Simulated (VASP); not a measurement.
Here is a VASP 6.6.1 calculation.

Contents of INCAR:

```
ALGO = Normal ; EDIFF = 1E-7
ENCUT = 520 ; GGA = PS
ISIF = 2 ; ISMEAR = -1
LASPH = T ; LCHARG = T
LELF = T ; LREAL = F
LVHAR = T ; LWAVE = F
NBANDS = 49 ; NELM = 60
PREC = Accurate ; SIGMA = 0.05
```

The input KPOINTS:

```
k-points
0
Gamma
  4 4 4
```

File POSCAR:

```
ZnGe3O4
1.0
    4.9769104724      0.5629897973     -0.0786030080
    0.5539157270      4.7693319029     -0.3954672762
   -0.0832310316     -0.3981619914      5.1029848836
Zn Ge O
1 3 4
Direct
    0.0165409859     -0.0419611017     -0.0031081811
   -0.0381161007      0.4787384633      0.5665529249
    0.5334246359      0.1167062992      0.3760936643
    0.5429536021      0.5086090819      0.0329869582
    0.1572605626      0.1234557526      0.3483970891
    0.6470685016      0.8624320140      0.0586056810
    0.2502014025      0.6153892555      0.7910568906
    0.8553428998      0.3047999901      0.8432370257
```

Potentials or basis: VASP PAW PBE potentials, release 64 (Zn, Ge_d, O).

Launch:

```console
$ cat potpaw_PBE.64/Zn/POTCAR potpaw_PBE.64/Ge_d/POTCAR potpaw_PBE.64/O/POTCAR > POTCAR
$ mpirun -np 1 vasp_std > vasp.out
```

Question: Estimate the pressure.

Answer: 0.2 GPa.

Question: Predict the largest force.

Answer: 0.060 eV/Å.

Question: Predict the band gap on the k mesh.

Answer: 1.81 eV (least direct gap 1.99 eV).

Forces in eV/Å, atoms in the order of the input:
```
Zn   0.000 -0.007  0.018
Ge  -0.019  0.015 -0.022
Ge   0.011  0.010  0.014
Ge   0.001 -0.008  0.016
O    0.010  0.002  0.027
O   -0.025 -0.021  0.000
O    0.032 -0.043 -0.026
O   -0.010  0.052 -0.027
```

Caveat: the PAW data sets were made with another functional, which shifts forces and pressure a little. A k mesh can miss the band edges.
